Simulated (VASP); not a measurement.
A run of VASP 6.6.1:

The input INCAR:

```
PREC = Accurate ; ENCUT = 520
EDIFF = 1E-6 ; ISMEAR = 0
SIGMA = 0.03 ; LREAL = False
LASPH = True ; NELM = 60
ALGO = Normal ; ISIF = 2
LWAVE = False ; LCHARG = True
GGA = PE ; LELF = True
LVHAR = True ; NBANDS = 11
```

Contents of KPOINTS:

```
Automatic mesh
0
Gamma
  10 10 10
```

Contents of POSCAR:

```
BAs
1.0
    0.0000000000      2.3885000000      2.3885000000
    2.3885000000      0.0000000000      2.3885000000
    2.3885000000      2.3885000000      0.0000000000
As B
1 1
Direct
    0.7500000000      0.7500000000      0.7500000000
    0.0000000000      0.0000000000      0.0000000000
```

Potentials or basis: VASP PAW PBE potentials, release 64 (As, B).

The run is started by

```sh
$ cat potpaw_PBE.64/As/POTCAR potpaw_PBE.64/B/POTCAR > POTCAR
$ mpirun -np 1 vasp_std > vasp.out
```

Hardware: 1 thread of Intel(R) Xeon(R) Platinum 8488C (Sapphire Rapids) (shared host).

Question: Estimate the wall time of this run.

Answer: It took 11 s on 1 thread of Intel(R) Xeon(R) Platinum 8488C (Sapphire Rapids), with other jobs on the host, peak memory 0.16 GiB. Counts: scf iterations 12, k points 47.
